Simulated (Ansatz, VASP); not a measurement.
## TiC in VASP and in Ansatz

```
Ti C
1.0
     3.03558    0.00000    0.00000
    -3.03558    4.29295    0.00000
     0.00000    0.00000   23.58894
Ti C
6 6
Direct
  0.00000 0.50000 0.34551
  0.00000 0.00000 0.40183
  0.00000 0.50000 0.46992
  0.00000 0.00000 0.53008
  0.00000 0.50000 0.59817
  0.00000 0.00000 0.65449
  0.50000 0.00000 0.34040
  0.50000 0.50000 0.40150
  0.50000 0.00000 0.46852
  0.50000 0.50000 0.53148
  0.50000 0.00000 0.59850
  0.50000 0.50000 0.65960
```

Alike in both runs: functional PBEsol; k mesh 12 × 12 × 1; occupations gaussian, width 0.1 eV; no spin polarisation.

Ansatz relaxed the structure, and its values are those at the end. VASP's run is a single point on that final structure, the one shown.

|  | VASP | Ansatz |
| --- | --- | --- |
| version | VASP 6.6.1 | Ansatz 0.2.0 |
| potentials or method | VASP PAW PBE potentials, release 64 (Ti_sv, C), cutoff 520 eV | plane-wave PAW, scalar-relativistic |
| valence electrons in the cell | 96 | 96 |

VASP gave:

```
rms of the force components (eV/Å) : 0.006
```

Problem. What did Ansatz give for the same quantities?

Solution. rms of the force components (eV/Å): 0.001.

VASP's potentials were made for PBE, not for PBEsol, and Ansatz warns of the same on its side. The functional is the same, so the differences come from potentials, cutoffs and numerics. Ansatz's warnings: vacuum below fermi.
